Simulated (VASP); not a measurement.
# BaIn2Bi2 in VASP: notebook

The runs below take BaIn2Bi2 through single point, with r2SCAN.

All numbers are computed with VASP 6.6.1; they aren't measurements. Logs are shortened: lines on timing, memory, paths and dates and some standing lists are left out, and cuts for length are marked.

## Step 1: The cell of the first run

The typed cell holds 5 atoms: a = 5.055 Å, b = 5.055 Å, c = 8.302 Å, α = 90.00°, β = 90.00°, γ = 120.00°.

## Step 2: Single point, r2SCAN

POSCAR reads:

```
BaIn2Bi2
1.0
    5.0549880000      0.0000000000      0.0000000000
   -2.5274940000      4.3777520000      0.0000000000
    0.0000000000      0.0000000000      8.3019150000
Ba Bi In
1 2 2
Direct
    0.0000000000      0.0000000000      0.0000000000
    0.6667000000      0.3333000000      0.2499200000
    0.3333000000      0.6667000000      0.7500800000
    0.6667000000      0.3333000000      0.6276000000
    0.3333000000      0.6667000000      0.3724000000
```

INCAR.step1 reads:

```
ALGO     = Normal         # electronic algorithm
EDIFF    = 1E-4           # SCF threshold, eV
ENCUT    = 520            # plane-wave cutoff, eV
GGA      = PE             # functional
ISMEAR   = -1             # smearing method
LASPH    = T              # aspherical terms in the spheres
LCHARG   = F              # write CHGCAR
LREAL    = F              # projectors in reciprocal space
LWAVE    = T              # write WAVECAR
NBANDS   = 41             # bands
NELM     = 100            # most SCF steps
PREC     = Accurate       # precision mode
SIGMA    = 0.1            # smearing width, eV
```

INCAR.step2 reads:

```
ALGO     = Normal         # electronic algorithm
EDIFF    = 1E-7           # SCF threshold, eV
ENCUT    = 520            # plane-wave cutoff, eV
ISIF     = 2              # what is computed and relaxed
ISMEAR   = -1             # smearing method
ISTART   = 1            
LASPH    = T              # aspherical terms in the spheres
LCHARG   = T              # write CHGCAR
LELF     = T              # ELF
LMIXTAU  = T            
LREAL    = F              # projectors in reciprocal space
LVHAR    = T            
LWAVE    = F              # write WAVECAR
METAGGA  = R2SCAN         # meta-GGA
NBANDS   = 41             # bands
NELM     = 100            # most SCF steps
PREC     = Accurate       # precision mode
SIGMA    = 0.1            # smearing width, eV
```

KPOINTS reads:

```
k-points
0
Gamma
  4 4 2
```

Potentials or basis: VASP PAW PBE potentials, release 64 (Ba_sv, Bi_d, In_d).

On the command line:

```
$ cat potpaw_PBE.64/Ba_sv/POTCAR potpaw_PBE.64/Bi_d/POTCAR potpaw_PBE.64/In_d/POTCAR > POTCAR
$ cp INCAR.step1 INCAR
$ mpirun -np 1 vasp_std > vasp.out
$ cp INCAR.step2 INCAR
$ mpirun -np 1 vasp_std > vasp.out
```

OUTCAR:

```text
EDIFF = 1E-7
   ENCUT = 520
   ISIF = 2
   ISMEAR = -1
   ISTART = 1
   LASPH = T
   LREAL = F
   METAGGA = R2SCAN
   NELM = 100
   PREC = Accurate

 ion  position               nearest neighbor table
   1  0.000  0.000  0.000-   2 3.58   3 3.58   2 3.58   3 3.58   2 3.58   3 3.58   4 4.25   5 4.25
                             4 4.25   5 4.25   5 4.25   4 4.25
   2  0.667  0.333  0.250-   5 3.09   5 3.09   5 3.09   4 3.14   1 3.58   1 3.58   1 3.58
   3  0.333  0.667  0.750-   4 3.09   4 3.09   4 3.09   5 3.14   1 3.58   1 3.58   1 3.58
   4  0.667  0.333  0.628-   3 3.09   3 3.09   3 3.09   2 3.14   5 3.61   5 3.61   5 3.61   1 4.25
                             1 4.25   1 4.25
   5  0.333  0.667  0.372-   2 3.09   2 3.09   2 3.09   3 3.14   4 3.61   4 3.61   4 3.61   1 4.25
                             1 4.25   1 4.25

  LATTYP: Found a hexagonal cell.
 ALAT       =     5.0549880000
 C/A-ratio  =     1.6423214061

  Lattice vectors:

 A1 = (   5.0549880000,   0.0000000000,   0.0000000000)
 A2 = (  -2.5274940000,   4.3777520000,   0.0000000000)
 A3 = (   0.0000000000,   0.0000000000,   8.3019150000)

Analysis of symmetry for initial positions (statically):
=====================================================================
 Subroutine PRICEL returns:
 Original cell was already a primitive cell.

 Routine SETGRP: Setting up the symmetry group for a
 hexagonal supercell.

 Subroutine GETGRP returns: Found  4 space group operations
 (whereof  4 operations were pure point group operations)
 out of a pool of 24 trial point group operations.

The static configuration has the point symmetry C_2h.

Analysis of symmetry for dynamics (positions and initial velocities):
=====================================================================
 Subroutine PRICEL returns:
 Original cell was already a primitive cell.

 Routine SETGRP: Setting up the symmetry group for a
 hexagonal supercell.

 Subroutine GETGRP returns: Found  4 space group operations
 (whereof  4 operations were pure point group operations)
 out of a pool of 24 trial point group operations.

The dynamic configuration has the point symmetry C_2h.

 Subroutine INISYM returns: Found  4 space group operations
 (whereof  4 operations are pure point group operations),
 and found     1 'primitive' translations

----------------------------------------------------------------------------------------

[... 87 lines left out ...]
   EDIFF  = 0.1E-06   stopping-criterion for ELM
   LREAL  =      F    real-space projection
   EDIFFG = 0.1E-05   stopping-criterion for IOM
   NSW    =      0    number of steps for IOM
   IBRION =     -1    ionic relax: 0-MD 1-quasi-New 2-CG
   NFREE  =      0    steps in history (QN), initial steepest desc. (CG)
   ISIF   =      2    stress and relaxation
   ISYM   =      2    0-nonsym 1-usesym 2-fastsym
   POTIM  = 0.5000    time-step for ionic-motion
   TEBEG  =    0.0;   TEEND  =   0.0 temperature during run
   PSTRESS=    0.0 pullay stress
   NELECT =      66.0000    total number of electrons
   NUPDOWN=      -1.0000    fix difference up-down
   EMIN   =  10.00;   EMAX   =-10.00  energy-range for DOS
   EFERMI =   0.00;   METHOD = LEGACY
   ISMEAR =    -1;   SIGMA  =   0.10  broadening in eV -4-tet -1-fermi 0-gaus
   EFERMI_NEDOS =   21; number of points for ismear=-14 and -15
   IALGO  =     38    algorithm
   IMIX   =      4    mixing-type and parameters
     AMIX     =   0.40;   BMIX     =  1.00
     AMIX_MAG =   1.60;   BMIX_MAG =  1.00
  volume/ion in A,a.u.               =      36.74       247.96
  Fermi-wavevector in a.u.,A,eV,Ry     =   1.163786  2.199236 18.427687  1.354397
  Thomas-Fermi vector in A             =   2.300331
   LORBIT       =      0    0 simple, 1 ext, 2 COOP (PROOUT), +10 PAW based schemes
   METAGGA = R2SCAN    functional components
   LHFCALC =     F    Hartree Fock is set to
   AEXX    =    0.0000 exact exchange contribution
   IVDW    =     0    specifies the selected vdW correction
   LEPSILON=     F    determine dielectric tensor
   LRPA    =     F    only Hartree local field effects (RPA)
 non-spin polarized calculation
  energy-cutoff  :      520.00
  volume of cell :      183.72
 maximum number of plane-waves:      4958
 NGX is ok and might be reduce to    40
   NGX = 19   NGY = 19   NGZ = 31

 number of electron      66.0000006 magnetization

 Free energy of the ion-electron system (eV)
  ---------------------------------------------------
  ext. energy  EPLUGINS =         0.00000000
  ---------------------------------------------------
  free energy    TOTEN  =      -190.74250904 eV

  energy without entropy =     -190.67279656  energy(sigma->0) =     -190.70765280

 E-fermi :   5.3963     XC(G=0):  -9.5517

 val. band max:        5.2464090616   @ k =  -0.2500   0.5000   0.5000
 cond. band min:       5.5434358961   @ k =  -0.2500   0.2500   0.0000
 fundamental gap:      0.2970268345
 Fermi energy:         5.3963293773

 k-point     1 :       0.0000    0.0000    0.0000
  band No.  band energies     occupation
      1     -24.5845      2.00000
      2     -18.1673      2.00000
      3     -18.1672      2.00000
      4     -18.1669      2.00000
      5     -18.1668      2.00000
      6     -18.1497      2.00000
[... 605 lines left out ...]
     40       8.7165      0.00000
     41       9.5836      0.00000

------------------------ aborting loop because EDIFF is reached ----------------------------------------

  FORCE on cell =-STRESS in cart. coord.  units (eV):
  Direction    XX          YY          ZZ          XY          YZ          ZX
  --------------------------------------------------------------------------------------
  -------------------------------------------------------------------------------------
  Total        2.4594955      2.4623592     -1.0216842      0.0024762     -0.0010264      0.0017780
  in kB       21.4490003     21.4739744     -8.9099997      0.0215944     -0.0089514      0.0155056
  external PRESSURE =      11.3376583 kB  Pullay stress =       0.0000000 kB

 VOLUME and BASIS-vectors are now :
 -----------------------------------------------------------------------------
  energy-cutoff  :      520.00
  volume of cell :      183.72
      direct lattice vectors                 reciprocal lattice vectors
     5.054988000  0.000000000  0.000000000     0.197824406  0.114213870  0.000000000
    -2.527494000  4.377752000  0.000000000     0.000000000  0.228427741  0.000000000
     0.000000000  0.000000000  8.301915000     0.000000000  0.000000000  0.120454136

 POSITION                                       TOTAL-FORCE (eV/Angst)
 -----------------------------------------------------------------------------------
      0.00000      0.00000      0.00000         0.000000      0.000000     -0.000000
      2.52775      1.45910      2.07481        -0.001901      0.001097      0.345128
     -0.00025      2.91865      6.22710         0.001901     -0.001097     -0.345128
      2.52775      1.45910      5.21028        -0.001716      0.000990      0.093651
     -0.00025      2.91865      3.09163         0.001716     -0.000990     -0.093651
 -----------------------------------------------------------------------------------
    total drift:                                0.000000     -0.000000      0.000000

  FREE ENERGIE OF THE ION-ELECTRON SYSTEM (eV)
  ---------------------------------------------------
  free  energy   TOTEN  =      -190.7425090428 eV

  energy  without entropy=     -190.6727965568  energy(sigma->0) =     -190.70765280
```

Run time: 5.5 min. Hardware: 1 thread of Intel Xeon 6975P-C (Granite Rapids), shared host; peak memory 0.4 GiB.

Results:

```
Free energy            : -190.7425 eV
Pressure               : 1.1 GPa
Largest force          : 0.345 eV/Å
Band gap on the k mesh : zero (bands 33 and 34 overlap by 1.52 eV)
```

Forces on the atoms (eV/Å):
```
Ba   0.000  0.000  0.000
Bi  -0.002  0.001  0.345
Bi   0.002 -0.001 -0.345
In  -0.002  0.001  0.094
In   0.002 -0.001 -0.094
```

Stress tensor (GPa, compression positive):
```
 2.14  0.00  0.00
 0.00  2.15  0.00
 0.00  0.00 -0.89
```

Caveat: the k points lie up to 0.38 Å⁻¹ apart, too coarse for converged energies and pressures of a metal; the PAW data sets were made with another functional, which shifts forces and pressure a little; spin-orbit coupling is left out, which moves the levels of the heavy elements.

## Step 3: Single point, r2SCAN

POSCAR is that of step 2.

INCAR.step1 reads:

```
PREC     = Accurate       # precision mode
ENCUT    = 520            # plane-wave cutoff, eV
ISMEAR   = -4             # smearing method
SIGMA    = 0.1            # smearing width, eV
LREAL    = F              # projectors in reciprocal space
LASPH    = T              # aspherical terms in the spheres
NELM     = 100            # most SCF steps
NBANDS   = 41             # bands
GGA      = PE             # functional
ALGO     = Normal         # electronic algorithm
EDIFF    = 1E-4           # SCF threshold, eV
LWAVE    = T              # write WAVECAR
LCHARG   = F              # write CHGCAR
```

INCAR.step2 reads:

```
PREC     = Accurate       # precision mode
ENCUT    = 520            # plane-wave cutoff, eV
EDIFF    = 1E-7           # SCF threshold, eV
ISMEAR   = -4             # smearing method
SIGMA    = 0.1            # smearing width, eV
LREAL    = F              # projectors in reciprocal space
LASPH    = T              # aspherical terms in the spheres
NELM     = 100            # most SCF steps
ALGO     = Normal         # electronic algorithm
ISIF     = 2              # what is computed and relaxed
LWAVE    = F              # write WAVECAR
LCHARG   = F              # write CHGCAR
METAGGA  = R2SCAN         # meta-GGA
LMIXTAU  = T            
NBANDS   = 41             # bands
ISTART   = 1
```

KPOINTS reads:

```
regular mesh
0
Gamma
  4 4 2
```

Potentials or basis: VASP PAW PBE potentials, release 64 (Ba_sv, Bi_d, In_d).

On the command line:

```
$ cat potpaw_PBE.64/Ba_sv/POTCAR potpaw_PBE.64/Bi_d/POTCAR potpaw_PBE.64/In_d/POTCAR > POTCAR
$ cp INCAR.step1 INCAR
$ mpirun -np 1 vasp_std > vasp.out
$ cp INCAR.step2 INCAR
$ mpirun -np 1 vasp_std > vasp.out
```

It took 5.9 min on 1 thread of Intel Xeon 6975P-C (Granite Rapids), shared host; peak memory 0.4 GiB.

Results (log left out):

- Free energy: -190.5190 eV
- Pressure: 1.3 GPa
- Largest force: 0.324 eV/Å
- Band gap on the k mesh: zero (bands 33 and 34 overlap by 1.53 eV)

Forces in eV/Å, atoms in the order of the input:
```
Ba   0.000  0.000  0.000
Bi  -0.002  0.001  0.324
Bi   0.002 -0.001 -0.324
In   0.000  0.000  0.085
In   0.000  0.000 -0.085
```

Stress tensor (GPa, compression positive):
```
 2.46  0.01  0.01
 0.01  2.47  0.00
 0.01  0.00 -1.13
```

Levels at points of the mesh, in eV from the Fermi level:
```csv
k point,band 31,band 32,band 33,band 34,band 35,band 36
"(0.00, 0.00, 0.00)",-1.72,-1.10,-1.10,-1.08,0.93,1.17
"(0.50, 0.00, 0.00)",-2.88,-2.32,-1.00,0.85,1.04,2.44
"(0.50, 0.50, 0.00)",-2.88,-2.32,-1.00,0.85,1.04,2.44
"(0.00, 0.00, 0.50)",-1.89,-1.87,-1.87,-0.62,1.29,1.29
"(0.50, 0.00, 0.50)",-1.98,-1.93,-0.53,-0.23,0.34,0.75
"(0.50, 0.50, 0.50)",-1.98,-1.93,-0.53,-0.23,0.34,0.75
```

Caveat: the k points lie up to 0.38 Å⁻¹ apart, too coarse for converged energies and pressures of a metal; the PAW data sets were made with another functional, which shifts forces and pressure a little; spin-orbit coupling is left out, which moves the levels of the heavy elements; tetrahedron occupations give inexact forces and stress in metals.

## Step 4: Single point, r2SCAN

POSCAR is that of step 3.

INCAR.step1 reads:

```
PREC     = Accurate       # precision mode
ENCUT    = 520            # plane-wave cutoff, eV
ISMEAR   = 1              # smearing method
SIGMA    = 0.01           # smearing width, eV
LREAL    = False          # projectors in reciprocal space
LASPH    = True           # aspherical terms in the spheres
NELM     = 100            # most SCF steps
NBANDS   = 41             # bands
GGA      = PE             # functional
ALGO     = Normal         # electronic algorithm
EDIFF    = 1E-4           # SCF threshold, eV
LWAVE    = True           # write WAVECAR
LCHARG   = False          # write CHGCAR
```

INCAR.step2 reads:

```
PREC     = Accurate       # precision mode
ENCUT    = 520            # plane-wave cutoff, eV
EDIFF    = 1E-6           # SCF threshold, eV
ISMEAR   = 1              # smearing method
SIGMA    = 0.01           # smearing width, eV
LREAL    = False          # projectors in reciprocal space
LASPH    = True           # aspherical terms in the spheres
NELM     = 100            # most SCF steps
ALGO     = Normal         # electronic algorithm
ISIF     = 2              # what is computed and relaxed
LWAVE    = False          # write WAVECAR
LCHARG   = False          # write CHGCAR
METAGGA  = R2SCAN         # meta-GGA
LMIXTAU  = True         
NBANDS   = 41             # bands
ISTART   = 1
```

KPOINTS reads:

```
Automatic mesh
0
Gamma
  4 4 2
```

On the command line:

```
$ cat potpaw_PBE.64/Ba_sv/POTCAR potpaw_PBE.64/Bi_d/POTCAR potpaw_PBE.64/In_d/POTCAR > POTCAR
$ cp INCAR.step1 INCAR
$ mpirun -np 1 vasp_std > vasp.out
$ cp INCAR.step2 INCAR
$ mpirun -np 1 vasp_std > vasp.out
```

Run time: 5.4 min. Hardware: 1 thread of Intel Xeon 6975P-C (Granite Rapids), shared host; peak memory 0.41 GiB.

The run converged. Its results:

```yaml
Free_energy: -190.7089 eV
Pressure: 1.1 GPa
Largest_force: 0.295 eV/Å
Band_gap_on_the_k_mesh: zero (bands 33 and 34 overlap by 1.52 eV)
```

Forces in eV/Å, atoms in the order of the input:
```
Ba   0.000  0.000  0.000
Bi   0.002 -0.001  0.295
Bi  -0.002  0.001 -0.295
In  -0.001  0.000  0.081
In   0.001  0.000 -0.081
```

Stress tensor (GPa, compression positive):
```
 2.10  0.01  0.01
 0.01  2.11 -0.01
 0.01 -0.01 -0.81
```

Levels at points of the mesh, in eV from the Fermi level:
```csv
k point,band 30,band 31,band 32,band 33,band 34,band 35,band 36,band 37
"(0.00, 0.00, 0.00)",-2.55,-1.89,-1.29,-1.29,-1.25,0.75,0.99,0.99
"(0.50, 0.00, 0.00)",-3.06,-3.04,-2.51,-1.18,0.67,0.87,2.27,2.57
"(0.50, 0.50, 0.00)",-3.06,-3.04,-2.51,-1.18,0.67,0.87,2.27,2.57
"(0.00, 0.00, 0.50)",-2.07,-2.07,-2.05,-2.05,-0.79,1.10,1.11,2.21
"(0.50, 0.00, 0.50)",-3.30,-2.15,-2.11,-0.71,-0.40,0.15,0.59,1.97
"(0.50, 0.50, 0.50)",-3.30,-2.15,-2.11,-0.71,-0.40,0.15,0.59,1.97
```

Caveat: the k points lie up to 0.38 Å⁻¹ apart, too coarse for converged energies and pressures of a metal; the PAW data sets were made with another functional, which shifts forces and pressure a little; spin-orbit coupling is left out, which moves the levels of the heavy elements.

## Step 5: The runs side by side

```csv
smearing,gap on the mesh (eV),pressure (GPa),largest force (eV/Å)
fermi-dirac 0.1 eV,none,1.1,0.35
tetrahedron,none,1.3,0.32
methfessel-paxton 0.01 eV,none,1.1,0.30
```

Alike in all rows: task single point; level r2SCAN; potentials or basis VASP PAW PBE potentials, release 64 (Ba_sv, Bi_d, In_d); no spin polarisation; cell as given; k mesh 4 × 4 × 2; cutoff (eV) 520.

Caveats: all runs use coarse meshes; the PAW data sets were made with another functional, which shifts forces and pressure a little; spin-orbit coupling is left out, which moves the levels of the heavy elements; tetrahedron occupations give inexact forces and stress in metals (at least some runs).

Absolute energies hang on the potentials; compare differences alone.

The gap in the log of VASP goes by the Fermi energy; the results here count the filled bands.